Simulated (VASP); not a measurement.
# TiAl (P-6m2) in VASP: a series of runs

TiAl is run at these levels: r2SCAN; tasks: single point.

All numbers are computed with VASP 6.6.1; they aren't measurements. Logs are shortened: lines on timing, memory, paths and dates and some standing lists are left out, and cuts for length are marked.

### 1 The cell of the first run

Symmetry: P-6m2, No. 187, hexagonal system. Conventional cell: a = 3.098 Å, b = 3.098 Å, c = 4.634 Å, α = 90.00°, β = 90.00°, γ = 120.00°. Ti (site symmetry -6m2) has 6 Al at 2.93 Å and 6 Ti at 3.10 Å within 3.9 Å. Within 3.9 Å of Al (site symmetry -6m2) lie 6 Ti at 2.93 Å and 6 Al at 3.10 Å.

### 2 Single point, r2SCAN (strain +0.080 along x and y, +0.000 along z)

The input, POSCAR:

```
TiAl
1.0
    3.0980848180      0.0000000000      0.0000000000
   -1.5490424090      2.6830201555      0.0000000000
    0.0000000000      0.0000000000      4.6338675686
Ti Al
1 1
Direct
    0.0000000000      0.0000000000      0.0000000000
    0.3333333333      0.6666666667      0.5000000000
```

The input, INCAR.step1:

```
SYSTEM = TiAl
PREC = Accurate
ENCUT = 520
ISMEAR = 0
SIGMA = 0.15
LREAL = .False.
LASPH = .True.
NELM = 60
NBANDS = 14
GGA = PE
ALGO = Normal
EDIFF = 1E-4
LWAVE = .True.
LCHARG = .False.
```

The input, INCAR.step2:

```
SYSTEM = TiAl
PREC = Accurate
ENCUT = 520
EDIFF = 1E-7
ISMEAR = 0
SIGMA = 0.15
LREAL = .False.
LASPH = .True.
NELM = 60
ALGO = Normal
ISIF = 2
LWAVE = .False.
LCHARG = .True.
METAGGA = R2SCAN
LMIXTAU = .True.
LELF = .True.
LVHAR = .True.
NBANDS = 14
ISTART = 1
```

The input, KPOINTS:

```
Automatic mesh
0
Gamma
  24 24 14
  0 0 0
```

Potentials or basis: VASP PAW PBE potentials, release 64 (Ti_sv, Al).

Command:

```
$ cat potpaw_PBE.64/Ti_sv/POTCAR potpaw_PBE.64/Al/POTCAR > POTCAR
$ cp INCAR.step1 INCAR
$ mpirun -np 1 vasp_std > vasp.out
$ cp INCAR.step2 INCAR
$ mpirun -np 1 vasp_std > vasp.out
```

OUTCAR:

```text
SYSTEM = TiAl
   PREC = Accurate
   ENCUT = 520
   EDIFF = 1E-7
   ISMEAR = 0
   LREAL = .False.
   LASPH = .True.
   NELM = 60
   ISIF = 2
   METAGGA = R2SCAN
   ISTART = 1

 ion  position               nearest neighbor table
   1  0.000  0.000  0.000-   2 2.93   2 2.93   2 2.93   2 2.93   2 2.93   2 2.93
   2  0.333  0.667  0.500-   1 2.93   1 2.93   1 2.93   1 2.93   1 2.93   1 2.93

  LATTYP: Found a hexagonal cell.
 ALAT       =     3.0980848180
 C/A-ratio  =     1.4957200467

  Lattice vectors:

 A1 = (   3.0980848180,   0.0000000000,   0.0000000000)
 A2 = (  -1.5490424090,   2.6830201555,   0.0000000000)
 A3 = (   0.0000000000,   0.0000000000,   4.6338675686)

Analysis of symmetry for initial positions (statically):
=====================================================================
 Subroutine PRICEL returns:
 Original cell was already a primitive cell.

 Routine SETGRP: Setting up the symmetry group for a
 hexagonal supercell.

 Subroutine GETGRP returns: Found 12 space group operations
 (whereof 12 operations were pure point group operations)
 out of a pool of 24 trial point group operations.

The static configuration has the point symmetry D_3h.

Analysis of symmetry for dynamics (positions and initial velocities):
=====================================================================
 Subroutine PRICEL returns:
 Original cell was already a primitive cell.

 Routine SETGRP: Setting up the symmetry group for a
 hexagonal supercell.

 Subroutine GETGRP returns: Found 12 space group operations
 (whereof 12 operations were pure point group operations)
 out of a pool of 24 trial point group operations.

The dynamic configuration has the point symmetry D_3h.

 Subroutine INISYM returns: Found 12 space group operations
 (whereof 12 operations are pure point group operations),
 and found     1 'primitive' translations

----------------------------------------------------------------------------------------

                                     Primitive cell

  volume of cell :      38.5177

  direct lattice vectors                    reciprocal lattice vectors
     3.098084818  0.000000000  0.000000000     0.322780059  0.186357154  0.000000000
    -1.549042409  2.683020155  0.000000000     0.000000000  0.372714308  0.000000000
     0.000000000  0.000000000  4.633867569     0.000000000  0.000000000  0.215802456

  length of vectors
     3.098084818  3.098084818  4.633867569     0.372714308  0.372714308  0.215802456

  position of ions in fractional coordinates (direct lattice)
     0.000000000  0.000000000  0.000000000
     0.333333333  0.666666667  0.500000000

  ion indices of the primitive-cell ions
   primitive index   ion index
                 1           1
                 2           2

----------------------------------------------------------------------------------------

 KPOINTS: Automatic mesh

Automatic generation of k-mesh.
 Grid dimensions read from file:
 generate k-points for:   24   24   14

 Generating k-lattice:

  Cartesian coordinates                     Fractional coordinates (reciprocal lattice)
     0.013449169  0.007764881  0.000000000     0.041666667  0.000000000  0.000000000
     0.000000000  0.015529763  0.000000000     0.000000000  0.041666667  0.000000000
     0.000000000  0.000000000  0.015414461     0.000000000  0.000000000  0.071428571

  Length of vectors
     0.015529763  0.015529763  0.015414461

  Shift w.r.t. Gamma in fractional coordinates (k-lattice)
     0.000000000  0.000000000  0.000000000

 Subroutine IBZKPT returns following result:
 ===========================================

 Found    488 irreducible k-points:

 Following reciprocal coordinates:
            Coordinates               Weight
  0.000000  0.000000  0.000000      1.000000
  0.041667  0.000000  0.000000      6.000000
  0.083333  0.000000  0.000000      6.000000
  0.125000  0.000000  0.000000      6.000000
  0.166667 -0.000000  0.000000      6.000000
  0.208333 -0.000000  0.000000      6.000000
[... 16 lines left out ...]
  0.416667  0.041667  0.000000     12.000000
  0.458333  0.041667  0.000000     12.000000
 [... further k-points ...]
   k-points           NKPTS =    488   k-points in BZ     NKDIM =    488   number of bands    NBANDS=     14
   number of dos      NEDOS =    301   number of ions     NIONS =      2
   total plane-waves  NPLWV =  20736
   dimension x,y,z NGX =    24 NGY =   24 NGZ =   36
   dimension x,y,z NGXF=    48 NGYF=   48 NGZF=   72
   ions per type =               1   1
   NGX,Y,Z   is equivalent  to a cutoff of  12.88, 12.88, 12.92 a.u.
   NGXF,Y,Z  is equivalent  to a cutoff of  25.76, 25.76, 25.83 a.u.
 SYSTEM =  TiAl
   PREC   = accura    normal or accurate (medium, high low for compatibility)
   ISTART =      1    job   : 0-new  1-cont  2-samecut
   ICHARG =      0    charge: 1-file 2-atom 10-const
   ISPIN  =      1    spin polarized calculation?
   LNONCOLLINEAR =      F non collinear calculations
   LSORBIT =      F    spin-orbit coupling
   LASPH  =      T    aspherical Exc in radial PAW
   ENCUT  =  520.0 eV  38.22 Ry    6.18 a.u.   5.76  5.76  8.62*2*pi/ulx,y,z
   NELM   =     60;   NELMIN=  2; NELMDL=  0     # of ELM steps
   EDIFF  = 0.1E-06   stopping-criterion for ELM
   LREAL  =      F    real-space projection
   EDIFFG = 0.1E-05   stopping-criterion for IOM
   NSW    =      0    number of steps for IOM
   IBRION =     -1    ionic relax: 0-MD 1-quasi-New 2-CG
   NFREE  =      0    steps in history (QN), initial steepest desc. (CG)
   ISIF   =      2    stress and relaxation
   ISYM   =      2    0-nonsym 1-usesym 2-fastsym
   POTIM  = 0.5000    time-step for ionic-motion
   TEBEG  =    0.0;   TEEND  =   0.0 temperature during run
   PSTRESS=    0.0 pullay stress
   NELECT =      15.0000    total number of electrons
   NUPDOWN=      -1.0000    fix difference up-down
   EMIN   =  10.00;   EMAX   =-10.00  energy-range for DOS
   EFERMI =   0.00;   METHOD = LEGACY
   ISMEAR =     0;   SIGMA  =   0.15  broadening in eV -4-tet -1-fermi 0-gaus
   EFERMI_NEDOS =   21; number of points for ismear=-14 and -15
   IALGO  =     38    algorithm
   IMIX   =      4    mixing-type and parameters
     AMIX     =   0.40;   BMIX     =  1.00
     AMIX_MAG =   1.60;   BMIX_MAG =  1.00
  volume/ion in A,a.u.               =      19.26       129.97
  Fermi-wavevector in a.u.,A,eV,Ry     =   1.195506  2.259178 19.445906  1.429234
  Thomas-Fermi vector in A             =   2.331469
   LORBIT       =      0    0 simple, 1 ext, 2 COOP (PROOUT), +10 PAW based schemes
   METAGGA = R2SCAN    functional components
   LHFCALC =     F    Hartree Fock is set to
   AEXX    =    0.0000 exact exchange contribution
   IVDW    =     0    specifies the selected vdW correction
   LEPSILON=     F    determine dielectric tensor
   LRPA    =     F    only Hartree local field effects (RPA)
 non-spin polarized calculation
 Gauss-broadening in eV      SIGMA  =   0.15
  energy-cutoff  :      520.00
  volume of cell :       38.52
 maximum number of plane-waves:      1055
 NGX is ok and might be reduce to    24
   NGX = 11   NGY = 11   NGZ = 17

 number of electron      14.9999999 magnetization

 Free energy of the ion-electron system (eV)
  ---------------------------------------------------
  ext. energy  EPLUGINS =         0.00000000
  ---------------------------------------------------
  free energy    TOTEN  =       -19.97968197 eV

  energy without entropy =      -19.94996651  energy(sigma->0) =      -19.96482424

 E-fermi :   6.4080     XC(G=0): -11.1092

 val. band max:        6.4071341539   @ k =   0.2500   0.1250   0.2857
 cond. band min:       6.4192256542   @ k =   0.4583  -0.0000   0.5000
 fundamental gap:      0.0120915003
 Fermi energy:         6.4079572098

 k-point     1 :       0.0000    0.0000    0.0000
  band No.  band energies     occupation
      1     -52.8956      2.00000
      2     -28.1469      2.00000
      3     -27.8842      2.00000
      4     -27.8842      2.00000
      5      -2.2189      2.00000
      6       4.5142      2.00000
      7       5.0921      2.00000
      8       7.5482      0.00000
      9       7.5482      0.00000
     10       8.7005      0.00000
     11       8.7006      0.00000
     12      10.7652      0.00000
     13      17.7679      0.00000
     14      17.7679      0.00000

 k-point     2 :       0.0417    0.0000    0.0000
  band No.  band energies     occupation
      1     -52.8950      2.00000
      2     -28.1462      2.00000
      3     -27.8891      2.00000
      4     -27.8854      2.00000
      5      -2.1796      2.00000
      6       4.5510      2.00000
      7       5.0936      2.00000
      8       7.5127      0.00000
      9       7.5752      0.00000
     10       8.6912      0.00000
     11       8.7217      0.00000
     12      10.7701      0.00000
     13      17.1040      0.00000
     14      17.3763      0.00000

 k-point     3 :       0.0833    0.0000    0.0000
  band No.  band energies     occupation
      1     -52.8931      2.00000
      2     -28.1441      2.00000
      3     -27.9034      2.00000
      4     -27.8887      2.00000
      5      -2.0622      2.00000
      6       4.6590      2.00000
      7       5.0979      2.00000
      8       7.4103      0.00000
      9       7.6556      0.00000
     10       8.6640      0.00000
     11       8.7848      0.00000
     12      10.7837      0.00000
     13      15.9378      0.00000
     14      16.7447      0.00000
[... 324 lines left out ...]
 k-point    23 :       0.4167    0.0417    0.0000
  band No.  band energies     occupation
      1     -52.8585      2.00000
      2     -28.1540      2.00000
      3     -28.1055      2.00000
      4     -27.9509      2.00000
      5       1.8345      2.00000
      6       4.1697      2.00000
      7       5.2335      2.00000
      8       5.7831      2.00000
      9       8.1372      0.00000
     10       9.4211      0.00000
     11       9.9728      0.00000
     12      10.6302      0.00000
     13      11.6473      0.00000
     14      12.8336      0.00000

 k-point    24 :       0.4583    0.0417    0.0000
  band No.  band energies     occupation
      1     -52.8572      2.00000
      2     -28.1632      2.00000
      3     -28.1040      2.00000
      4     -27.9532      2.00000
      5       2.5001      2.00000
      6       3.4828      2.00000
      7       5.2408      2.00000
      8       5.7433      2.00000
      9       8.1177      0.00000
     10       9.5249      0.00000
     11      10.0242      0.00000
     12      10.7664      0.00000
     13      11.7600      0.00000
     14      12.7452      0.00000

 [... further k-points ...]
[... 5 lines left out ...]
  --------------------------------------------------------------------------------------
  -------------------------------------------------------------------------------------
  Total       -3.3391224     -3.3391224     -2.1253005      0.0000000      0.0000000      0.0000000
  in kB     -138.8935444   -138.8935444    -88.4036255      0.0000000      0.0000000      0.0000000
  external PRESSURE =    -122.0635714 kB  Pullay stress =       0.0000000 kB

 VOLUME and BASIS-vectors are now :
 -----------------------------------------------------------------------------
  energy-cutoff  :      520.00
  volume of cell :       38.52
      direct lattice vectors                 reciprocal lattice vectors
     3.098084818  0.000000000  0.000000000     0.322780059  0.186357154  0.000000000
    -1.549042409  2.683020155  0.000000000     0.000000000  0.372714308  0.000000000
     0.000000000  0.000000000  4.633867569     0.000000000  0.000000000  0.215802456

 POSITION                                       TOTAL-FORCE (eV/Angst)
 -----------------------------------------------------------------------------------
      0.00000      0.00000      0.00000        -0.000000      0.000000      0.000000
     -0.00000      1.78868      2.31693         0.000000      0.000000      0.000000
 -----------------------------------------------------------------------------------
    total drift:                               -0.000004      0.000002      0.000000

  FREE ENERGIE OF THE ION-ELECTRON SYSTEM (eV)
  ---------------------------------------------------
  free  energy   TOTEN  =       -19.9796819684 eV

  energy  without entropy=      -19.9499665148  energy(sigma->0) =      -19.96482424
```

Wall time 20 min (1 thread of Oxide Virtual Turin-like, shared host); peak memory 0.35 GiB.

Results:

```
Free energy            : -19.9797 eV
Pressure               : -12.2 GPa
Band gap on the k mesh : zero (an odd number of electrons rules out a gap without spin polarisation)
```

Caveat: the cell differs from its parent crystal (strain +0.080 along x and y, +0.000 along z); the stress differs along the axes, from -14 to -9 GPa; the PAW data sets were made with another functional, which shifts forces and pressure a little.

### 3 Single point, r2SCAN (strain +0.080 along x and y, +0.080 along z)

POSCAR, as its differences from that of step 2:

```diff
@@ -4,3 +4,3 @@
    -1.5490424090      2.6830201555      0.0000000000
-    0.0000000000      0.0000000000      4.6338675686
+    0.0000000000      0.0000000000      5.0045769741
 Ti Al
```

The input, INCAR.step1:

```
  PREC = Accurate
  ENCUT = 520
  ISMEAR = 0
  SIGMA = 0.15
  LREAL = False
  LASPH = True
  NELM = 100
  NBANDS = 14
  GGA = PE
  ALGO = Normal
  EDIFF = 1E-4
  LWAVE = True
  LCHARG = False
```

The input, INCAR.step2:

```
  PREC = Accurate
  ENCUT = 520
  EDIFF = 1E-6
  ISMEAR = 0
  SIGMA = 0.15
  LREAL = False
  LASPH = True
  NELM = 100
  ALGO = Normal
  ISIF = 2
  LWAVE = False
  LCHARG = False
  METAGGA = R2SCAN
  LMIXTAU = True
  NBANDS = 14
  ISTART = 1
```

The input, KPOINTS:

```
Automatic mesh
0
Gamma
  24 24 14
```

Potentials or basis: VASP PAW PBE potentials, release 64 (Ti_sv, Al).

Command:

```
$ cat potpaw_PBE.64/Ti_sv/POTCAR potpaw_PBE.64/Al/POTCAR > POTCAR
$ cp INCAR.step1 INCAR
$ mpirun -np 1 vasp_std > vasp.out
$ cp INCAR.step2 INCAR
$ mpirun -np 1 vasp_std > vasp.out
```

Run time: 22 min. Hardware: 1 thread of Oxide Virtual Turin-like, shared host; peak memory 0.37 GiB.

It converged, with:

```
Free energy            : -19.7101 eV
Pressure               : -16.7 GPa
Band gap on the k mesh : zero (an odd number of electrons rules out a gap without spin polarisation)
```

Stress tensor (GPa, compression positive):
```
-15.89   0.00   0.00
  0.00 -15.89   0.00
  0.00   0.00 -18.36
```

Levels at points of the mesh, in eV from the Fermi level:
```csv
k point,band 6,band 7,band 8,band 9,band 10,band 11
"(0.00, 0.00, 0.00)",-2.16,-1.83,1.11,1.11,2.30,2.30
"(0.50, 0.00, 0.00)",-2.90,-1.09,-0.70,1.82,3.10,3.19
"(0.00, 0.00, 0.50)",-5.07,-0.27,1.13,1.13,2.25,2.25
"(0.50, 0.00, 0.50)",-2.33,-1.55,0.11,0.87,1.65,2.47
```

Caveat: the cell differs from its parent crystal (strain +0.080 along x and y, +0.080 along z); the cell stands under tension; the PAW data sets were made with another functional, which shifts forces and pressure a little.
